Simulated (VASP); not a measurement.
# SnS (Pnma) in VASP: single point with r2SCAN

Aim: the single point of SnS with r2SCAN.

Everything below comes from runs of VASP 6.6.1. Logs are shortened: lines on timing, memory, paths and dates and some standing lists are left out, and cuts for length are marked.

### Step 1. The cell of the first run

The structure is orthorhombic, space group Pnma (No. 62). The conventional cell has a = 10.901 Å, b = 4.013 Å, c = 4.256 Å, α = 90.00°, β = 90.00°, γ = 90.00°. Within 3.4 Å of S (site symmetry m) lie 6 Sn at 2.60 to 3.30 Å. Within 3.4 Å of Sn (site symmetry m) lie 6 S at 2.60 to 3.30 Å and 2 Sn at 3.38 Å.

### Step 2. Single point, r2SCAN

POSCAR reads:

```
SnS
1.0
   10.9007350000      0.0000000000      0.0000000000
    0.0000000000      4.0132350000      0.0000000000
    0.0000000000      0.0000000000      4.2557930000
S Sn
4 4
Direct
    0.8555000000      0.2500000000      0.4828000000
    0.6445000000      0.7500000000      0.9828000000
    0.3555000000      0.2500000000      0.0172000000
    0.1445000000      0.7500000000      0.5172000000
    0.1187000000      0.2500000000      0.0988000000
    0.3813000000      0.7500000000      0.5988000000
    0.6187000000      0.2500000000      0.4012000000
    0.8813000000      0.7500000000      0.9012000000
```

INCAR.step1 reads:

```
PREC = Accurate
ENCUT = 550
ISMEAR = -1
SIGMA = 0.1
LREAL = False
LASPH = True
NELM = 120
NBANDS = 50
GGA = PE
ALGO = Normal
EDIFF = 1E-5
LWAVE = True
LCHARG = False
GGA_COMPAT = False
```

INCAR.step2 reads:

```
PREC = Accurate
ENCUT = 550
EDIFF = 1E-6
ISMEAR = -1
SIGMA = 0.1
LREAL = False
LASPH = True
NELM = 120
ALGO = Normal
ISIF = 2
LWAVE = False
LCHARG = False
METAGGA = R2SCAN
LMIXTAU = True
NBANDS = 50
ISTART = 1
GGA_COMPAT = False
```

KPOINTS reads:

```
regular mesh
0
Gamma
  3 6 6
```

Potentials or basis: VASP PAW PBE potentials, release 64 (S, Sn_d).

On the command line:

```bash
> cat potpaw_PBE.64/S/POTCAR potpaw_PBE.64/Sn_d/POTCAR > POTCAR
> cp INCAR.step1 INCAR
> mpirun -np 1 vasp_std > vasp.out
> cp INCAR.step2 INCAR
> mpirun -np 1 vasp_std > vasp.out
```

OUTCAR:

```text
PREC = Accurate
   ENCUT = 550
   EDIFF = 1E-6
   ISMEAR = -1
   LREAL = False
   LASPH = True
   NELM = 120
   ISIF = 2
   METAGGA = R2SCAN
   ISTART = 1

 ion  position               nearest neighbor table
   1  0.855  0.250  0.483-   7 2.60   8 2.70   8 2.70   8 3.20   8 3.20
   2  0.645  0.750  0.983-   8 2.60   7 2.70   7 2.70   7 3.20   7 3.20
   3  0.355  0.250  0.017-   5 2.60   6 2.70   6 2.70   6 3.20   6 3.20
   4  0.145  0.750  0.517-   6 2.60   5 2.70   5 2.70   5 3.20   5 3.20
   5  0.119  0.250  0.099-   3 2.60   4 2.70   4 2.70   4 3.20   4 3.20   8 3.38   8 3.38
   6  0.381  0.750  0.599-   4 2.60   3 2.70   3 2.70   3 3.20   3 3.20   7 3.38   7 3.38
   7  0.619  0.250  0.401-   1 2.60   2 2.70   2 2.70   2 3.20   2 3.20   6 3.38   6 3.38
   8  0.881  0.750  0.901-   2 2.60   1 2.70   1 2.70   1 3.20   1 3.20   5 3.38   5 3.38

  LATTYP: Found a simple orthorhombic cell.
 ALAT       =     4.0132350000
 B/A-ratio  =     1.0604395207
 C/A-ratio  =     2.7161965347

  Lattice vectors:

 A1 = (   0.0000000000,   4.0132350000,   0.0000000000)
 A2 = (   0.0000000000,   0.0000000000,   4.2557930000)
 A3 = (  10.9007350000,   0.0000000000,   0.0000000000)

Analysis of symmetry for initial positions (statically):
=====================================================================
 Subroutine PRICEL returns:
 Original cell was already a primitive cell.

 Routine SETGRP: Setting up the symmetry group for a
 simple orthorhombic supercell.

 Subroutine GETGRP returns: Found  8 space group operations
 (whereof  2 operations were pure point group operations)
 out of a pool of  8 trial point group operations.

The static configuration has the point symmetry S_2 .
 The point group associated with its full space group is D_2h.

Analysis of symmetry for dynamics (positions and initial velocities):
=====================================================================
 Subroutine PRICEL returns:
 Original cell was already a primitive cell.

 Routine SETGRP: Setting up the symmetry group for a
 simple orthorhombic supercell.

 Subroutine GETGRP returns: Found  8 space group operations
 (whereof  2 operations were pure point group operations)
 out of a pool of  8 trial point group operations.

The dynamic configuration has the point symmetry S_2 .
 The point group associated with its full space group is D_2h.

 Subroutine INISYM returns: Found  8 space group operations
 (whereof  2 operations are pure point group operations),
 and found     1 'primitive' translations

----------------------------------------------------------------------------------------

                                     Primitive cell

  volume of cell :     186.1791

  direct lattice vectors                    reciprocal lattice vectors
    10.900735000  0.000000000  0.000000000     0.091736933  0.000000000  0.000000000
     0.000000000  4.013235000  0.000000000     0.000000000  0.249175540  0.000000000
     0.000000000  0.000000000  4.255793000     0.000000000  0.000000000  0.234973834

  length of vectors
    10.900735000  4.013235000  4.255793000     0.091736933  0.249175540  0.234973834

  position of ions in fractional coordinates (direct lattice)
     0.855500000  0.250000000  0.482800000
     0.644500000  0.750000000  0.982800000
     0.355500000  0.250000000  0.017200000
     0.144500000  0.750000000  0.517200000
     0.118700000  0.250000000  0.098800000
     0.381300000  0.750000000  0.598800000
     0.618700000  0.250000000  0.401200000
     0.881300000  0.750000000  0.901200000

  ion indices of the primitive-cell ions
   primitive index   ion index
                 1           1
                 2           2
                 3           3
                 4           4
                 5           5
                 6           6
                 7           7
                 8           8

----------------------------------------------------------------------------------------

 KPOINTS: regular mesh

Automatic generation of k-mesh.
 Grid dimensions read from file:
 generate k-points for:    3    6    6

 Generating k-lattice:

  Cartesian coordinates                     Fractional coordinates (reciprocal lattice)
     0.030578978  0.000000000  0.000000000     0.333333333  0.000000000  0.000000000
     0.000000000  0.041529257  0.000000000     0.000000000  0.166666667  0.000000000
     0.000000000  0.000000000  0.039162306     0.000000000  0.000000000  0.166666667

  Length of vectors
     0.030578978  0.041529257  0.039162306

  Shift w.r.t. Gamma in fractional coordinates (k-lattice)
     0.000000000  0.000000000  0.000000000

 Subroutine IBZKPT returns following result:
 ===========================================

 Found     32 irreducible k-points:

 Following reciprocal coordinates:
            Coordinates               Weight
  0.000000  0.000000  0.000000      1.000000
  0.333333  0.000000  0.000000      2.000000
  0.000000  0.166667  0.000000      2.000000
  0.333333  0.166667  0.000000      4.000000
  0.000000  0.333333  0.000000      2.000000
  0.333333  0.333333  0.000000      4.000000
[... 16 lines left out ...]
  0.000000  0.500000  0.333333      2.000000
  0.333333  0.500000  0.333333      4.000000
 [... further k-points ...]
   k-points           NKPTS =     32   k-points in BZ     NKDIM =     32   number of bands    NBANDS=     50
   number of dos      NEDOS =    301   number of ions     NIONS =      8
   total plane-waves  NPLWV =  96768
   dimension x,y,z NGX =    84 NGY =   32 NGZ =   36
   dimension x,y,z NGXF=   168 NGYF=   64 NGZF=   72
   ions per type =               4   4
   NGX,Y,Z   is equivalent  to a cutoff of  12.81, 13.26, 14.06 a.u.
   NGXF,Y,Z  is equivalent  to a cutoff of  25.62, 26.51, 28.13 a.u.
 SYSTEM =  unknown system
   PREC   = accura    normal or accurate (medium, high low for compatibility)
   ISTART =      1    job   : 0-new  1-cont  2-samecut
   ICHARG =      0    charge: 1-file 2-atom 10-const
   ISPIN  =      1    spin polarized calculation?
   LNONCOLLINEAR =      F non collinear calculations
   LSORBIT =      F    spin-orbit coupling
   LASPH  =      T    aspherical Exc in radial PAW
   ENCUT  =  550.0 eV  40.42 Ry    6.36 a.u.  20.84  7.67  8.14*2*pi/ulx,y,z
   NELM   =    120;   NELMIN=  2; NELMDL=  0     # of ELM steps
   EDIFF  = 0.1E-05   stopping-criterion for ELM
   LREAL  =      F    real-space projection
   EDIFFG = 0.1E-04   stopping-criterion for IOM
   NSW    =      0    number of steps for IOM
   IBRION =     -1    ionic relax: 0-MD 1-quasi-New 2-CG
   NFREE  =      0    steps in history (QN), initial steepest desc. (CG)
   ISIF   =      2    stress and relaxation
   ISYM   =      2    0-nonsym 1-usesym 2-fastsym
   POTIM  = 0.5000    time-step for ionic-motion
   TEBEG  =    0.0;   TEEND  =   0.0 temperature during run
   PSTRESS=    0.0 pullay stress
   NELECT =      80.0000    total number of electrons
   NUPDOWN=      -1.0000    fix difference up-down
   EMIN   =  10.00;   EMAX   =-10.00  energy-range for DOS
   EFERMI =   0.00;   METHOD = LEGACY
   ISMEAR =    -1;   SIGMA  =   0.10  broadening in eV -4-tet -1-fermi 0-gaus
   EFERMI_NEDOS =   21; number of points for ismear=-14 and -15
   IALGO  =     38    algorithm
   IMIX   =      4    mixing-type and parameters
     AMIX     =   0.40;   BMIX     =  1.00
     AMIX_MAG =   1.60;   BMIX_MAG =  1.00
  volume/ion in A,a.u.               =      23.27       157.05
  Fermi-wavevector in a.u.,A,eV,Ry     =   1.235363  2.334497 20.764142  1.526121
  Thomas-Fermi vector in A             =   2.370015
   LORBIT       =      0    0 simple, 1 ext, 2 COOP (PROOUT), +10 PAW based schemes
   METAGGA = R2SCAN    functional components
   LHFCALC =     F    Hartree Fock is set to
   AEXX    =    0.0000 exact exchange contribution
   IVDW    =     0    specifies the selected vdW correction
   LEPSILON=     F    determine dielectric tensor
   LRPA    =     F    only Hartree local field effects (RPA)
 non-spin polarized calculation
  energy-cutoff  :      550.00
  volume of cell :      186.18
 maximum number of plane-waves:      5478
 NGX is ok and might be reduce to    84
   NGX = 41   NGY = 15   NGZ = 17

 number of electron      80.0000006 magnetization

 Free energy of the ion-electron system (eV)
  ---------------------------------------------------
  ext. energy  EPLUGINS =         0.00000000
  ---------------------------------------------------
  free energy    TOTEN  =      -134.68103276 eV

  energy without entropy =     -134.68004398  energy(sigma->0) =     -134.68053837

 E-fermi :   7.1571     XC(G=0): -10.6724

 val. band max:        6.6353527591   @ k =   0.0000   0.0000   0.3333
 cond. band min:       7.6132762505   @ k =   0.0000   0.3333   0.0000
 fundamental gap:      0.9779234914
 Fermi energy:         7.1571115516

 k-point     1 :       0.0000    0.0000    0.0000
  band No.  band energies     occupation
      1     -15.4663      2.00000
      2     -15.4394      2.00000
      3     -15.4379      2.00000
      4     -15.4313      2.00000
      5     -15.4298      2.00000
      6     -15.4243      2.00000
[... 42 lines left out ...]
     49      11.9394      0.00000
     50      12.0912      0.00000

 k-point     2 :       0.3333    0.0000    0.0000
  band No.  band energies     occupation
      1     -15.4613      2.00000
      2     -15.4489      2.00000
      3     -15.4359      2.00000
      4     -15.4320      2.00000
      5     -15.4305      2.00000
      6     -15.4276      2.00000
[... 42 lines left out ...]
     49      11.9884      0.00000
     50      12.3050      0.00000

 k-point     3 :       0.0000    0.1667    0.0000
  band No.  band energies     occupation
      1     -15.4559      2.00000
      2     -15.4369      2.00000
      3     -15.4349      2.00000
      4     -15.4318      2.00000
      5     -15.4302      2.00000
      6     -15.4285      2.00000
[... 1102 lines left out ...]
     49      12.1262      0.00000
     50      12.1262      0.00000

 k-point    24 :       0.3333    0.5000    0.3333
  band No.  band energies     occupation
      1     -15.4645      2.00000
      2     -15.4645      2.00000
      3     -15.4576      2.00000
      4     -15.4576      2.00000
      5     -15.4176      2.00000
      6     -15.4176      2.00000
[... 42 lines left out ...]
     49      12.5663      0.00000
     50      12.6239      0.00000

 [... further k-points ...]
[... 5 lines left out ...]
  --------------------------------------------------------------------------------------
  -------------------------------------------------------------------------------------
  Total        3.9164018      1.3959986      1.8697158      0.0000000     -0.0000000      0.0000000
  in kB       33.7028753     12.0133657     16.0899732      0.0000000     -0.0000000      0.0000000
  external PRESSURE =      20.6020714 kB  Pullay stress =       0.0000000 kB

 VOLUME and BASIS-vectors are now :
 -----------------------------------------------------------------------------
  energy-cutoff  :      550.00
  volume of cell :      186.18
      direct lattice vectors                 reciprocal lattice vectors
    10.900735000  0.000000000  0.000000000     0.091736933  0.000000000  0.000000000
     0.000000000  4.013235000  0.000000000     0.000000000  0.249175540  0.000000000
     0.000000000  0.000000000  4.255793000     0.000000000  0.000000000  0.234973834

 POSITION                                       TOTAL-FORCE (eV/Angst)
 -----------------------------------------------------------------------------------
      9.32558      1.00331      2.05470        -0.124234      0.000000      0.178385
      7.02552      3.00993      4.18259         0.124234      0.000000      0.178385
      3.87521      1.00331      0.07320        -0.124234     -0.000000     -0.178385
      1.57516      3.00993      2.20110         0.124234     -0.000000     -0.178385
      1.29392      1.00331      0.42047         0.059665      0.000000      0.180806
      4.15645      3.00993      2.54837        -0.059665      0.000000      0.180806
      6.74428      1.00331      1.70742         0.059665     -0.000000     -0.180806
      9.60682      3.00993      3.83532        -0.059665     -0.000000     -0.180806
 -----------------------------------------------------------------------------------
    total drift:                                0.000000      0.000000     -0.000000

  FREE ENERGIE OF THE ION-ELECTRON SYSTEM (eV)
  ---------------------------------------------------
  free  energy   TOTEN  =      -134.6810327598 eV

  energy  without entropy=     -134.6800439849  energy(sigma->0) =     -134.68053837
```

Run time: 9.7 min. Hardware: 1 thread of Intel Xeon Platinum 8559C (Emerald Rapids), shared host; peak memory 0.48 GiB.

What came out:

- Free energy: -134.6810 eV
- Pressure: 2.1 GPa
- Largest force: 0.217 eV/Å
- Band gap on the k mesh: 0.98 eV (least direct gap 1.13 eV)

Forces in eV/Å, atoms in the order of the input:
```
S   -0.124  0.000  0.178
S    0.124  0.000  0.178
S   -0.124  0.000 -0.178
S    0.124  0.000 -0.178
Sn   0.060  0.000  0.181
Sn  -0.060  0.000  0.181
Sn   0.060  0.000 -0.181
Sn  -0.060  0.000 -0.181
```

Stress tensor (GPa, compression positive):
```
3.37 0.00 0.00
0.00 1.20 0.00
0.00 0.00 1.61
```

Caveat: the PAW data sets were made with another functional, which shifts forces and pressure a little; spin-orbit coupling is left out, which moves the levels of the heavy elements. A k mesh can miss the band edges.
